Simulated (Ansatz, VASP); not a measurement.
BaS in VASP and in Ansatz

File POSCAR:

```
BaS
1.0
    0.0000000000      3.2933754885      3.2933754885
    3.2933754885      0.0000000000      3.2933754885
    3.2933754885      3.2933754885      0.0000000000
Ba S
1 1
Direct
    0.0000000000      0.0000000000      0.0000000000
    0.5000000000      0.5000000000      0.5000000000
```

File INCAR.step1:

```
SYSTEM = BaS
  PREC = Accurate
  ENCUT = 520
  ISMEAR = 0
  SIGMA = 0.01
  LREAL = .False.
  LASPH = .True.
  NELM = 60
  NBANDS = 15
  GGA = PE
  ALGO = Normal
  EDIFF = 1E-4
  LWAVE = .True.
  LCHARG = .False.
```

Contents of INCAR.step2:

```
SYSTEM = BaS
  PREC = Accurate
  ENCUT = 520
  EDIFF = 1E-6
  ISMEAR = 0
  SIGMA = 0.01
  LREAL = .False.
  LASPH = .True.
  NELM = 60
  ALGO = Normal
  ISIF = 2
  LWAVE = .False.
  LCHARG = .True.
  METAGGA = R2SCAN
  LMIXTAU = .True.
  LELF = .True.
  LVHAR = .True.
  NBANDS = 15
  ISTART = 1
```

KPOINTS

```
Automatic mesh
0
Gamma
  8 8 8
  0 0 0
```

Input for Ansatz:

```yaml
crystal:
  lattice:
    - [0.0, 3.2933754885, 3.2933754885]
    - [3.2933754885, 0.0, 3.2933754885]
    - [3.2933754885, 3.2933754885, 0.0]
  atoms:
    - { symbol: Ba, position: [0.0, 0.0, 0.0] }
    - { symbol: S, position: [0.5, 0.5, 0.5] }
kpoints:
  mp_grid: { grid: [8, 8, 8] }
  band_path:
    path:
      - [0.0, 0.0, 0.0]
      - [0.5, 0.0, 0.5]
      - [0.625, 0.25, 0.625]
      - [0.375, 0.375, 0.75]
      - [0.5, 0.5, 0.5]
      - [0.5, 0.25, 0.75]
      - [0.0, 0.5, 0.5]
    npoints: 1
hamiltonian:
  xc: r2scan
scf:
  occupations: { method: fixed }
  n_extra_bands: 4
output:
  forces: true
  stress: true
  eigenvalues: true
```

Change from the starting cell: hydrostatic strain +2.5%.

Alike in both runs: task single point; functional r2SCAN; k mesh 8 × 8 × 8; no spin polarisation.

|  | VASP | Ansatz |
| --- | --- | --- |
| version | VASP 6.6.1 | Ansatz 0.2.0 |
| potentials or method | VASP PAW PBE potentials, release 64 (Ba_sv, S) | plane waves, PAW |
| plane-wave cutoff (eV) | 520 | 500 |
| occupations | gaussian, width 0.01 eV | fixed |
| valence electrons in the cell | 16 | 16 |

Ansatz gave:

```
gap on the k mesh at the Fermi level (eV) : 2.67
pressure (GPa)                            : -2.8
```

Problem. Which values does VASP return?

Solution. gap on the k mesh at the Fermi level (eV): 2.59; pressure (GPa): -2.4.

VASP's potentials were made for PBE, not for r2SCAN.

Neither program's run includes spin-orbit coupling.
